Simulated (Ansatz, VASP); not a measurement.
# One calculation of C, two programs

```
C
1.0
     2.46565    0.00000    0.00000
    -1.23283    2.13532    0.00000
     0.00000    0.00000   17.50007
C
4
Direct
  0.66667 0.33333 0.25714
  0.33333 0.66667 0.25714
  0.66667 0.33333 0.45200
  0.33333 0.66667 0.45200
```

Alike in both runs: task single point; functional PBE; dispersion D3(BJ); k mesh 15 × 15 × 1; occupations gaussian, width 0.1 eV; no spin polarisation.

|  | VASP | Ansatz |
| --- | --- | --- |
| version | VASP 6.6.1 | Ansatz 0.2.0 |
| potentials or method | VASP PAW PBE potentials, release 64 (C), cutoff 520 eV | scalar-relativistic, plane waves, PAW |
| valence electrons in the cell | 16 | 16 |

|  | VASP | Ansatz | Ansatz less VASP |
| --- | --- | --- | --- |
| gap on the k mesh at the Fermi level (eV) | 0.61 | 0.61 | -0.001 |
| least direct gap on the mesh (eV) | 0.61 | 0.61 | -0.001 |
| rms of the force components (eV/Å) | 0.018 | 0.018 | -0.0001 |

Atom by atom the forces differ by 0.000 eV/Å (rms over components). Ansatz's warnings: structure snapped to symmetry.
